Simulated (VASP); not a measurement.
Write the native input for VASP 6.6.1 that does the following.

| Property | Result |
| --- | --- |
| Task | single point |
| Functional | r2SCAN |
| Potentials or basis | VASP PAW PBE potentials, release 64 (Mo_sv) |
| Cutoff | 520 eV |
| k mesh | 18 × 18 × 18 |
| Occupations | gaussian, width 0.1 eV |
| Spin | no spin polarisation |
| Dipole correction | no |
| Further INCAR settings | ALGO = Normal; EDIFF = 1e-06; NBANDS = 13 |

Crystal: Mo.

```
Mo
1.0
    -1.57522    1.57522    1.57522
     1.57522   -1.57522    1.57522
     1.57522    1.57522   -1.57522
Mo
1
Direct
  0.00000 0.00000 0.00000
```

These files were run (other wordings do the same):

POSCAR

```
Mo
1.0
   -1.5752151460      1.5752151460      1.5752151460
    1.5752151460     -1.5752151460      1.5752151460
    1.5752151460      1.5752151460     -1.5752151460
Mo
1
Direct
    0.0000000000      0.0000000000      0.0000000000
```

INCAR.step1

```
SYSTEM = Mo
PREC = Accurate
ENCUT = 520
ISMEAR = 0
SIGMA = 0.1
LREAL = .FALSE.
LASPH = .TRUE.
NELM = 80
NBANDS = 13
GGA = PE
ALGO = Normal
EDIFF = 1E-4
LWAVE = .TRUE.
LCHARG = .FALSE.
```

INCAR.step2

```
SYSTEM = Mo
PREC = Accurate
ENCUT = 520
EDIFF = 1E-6
ISMEAR = 0
SIGMA = 0.1
LREAL = .FALSE.
LASPH = .TRUE.
NELM = 80
ALGO = Normal
ISIF = 2
LWAVE = .FALSE.
LCHARG = .FALSE.
METAGGA = R2SCAN
LMIXTAU = .TRUE.
NBANDS = 13
ISTART = 1
```

KPOINTS

```
Automatic mesh
0
G
  18 18 18
  0 0 0
```

Potentials or basis: VASP PAW PBE potentials, release 64 (Mo_sv).

Run with:

```bash
$ cat potpaw_PBE.64/Mo_sv/POTCAR > POTCAR
$ cp INCAR.step1 INCAR
$ mpirun -np 1 vasp_std > vasp.out
$ cp INCAR.step2 INCAR
$ mpirun -np 1 vasp_std > vasp.out
```

It gave:

```
Pressure               : 1.1 GPa
Band gap on the k mesh : zero (band 7 reaches 16.69 eV, above the bottom of band 8 at 11.12 eV)
```

Caveat: the PAW data sets were made with another functional, which shifts forces and pressure a little.

It took 94 s on 1 thread of Intel Xeon 6975P-C, on a shared host, peak memory 0.16 GiB.
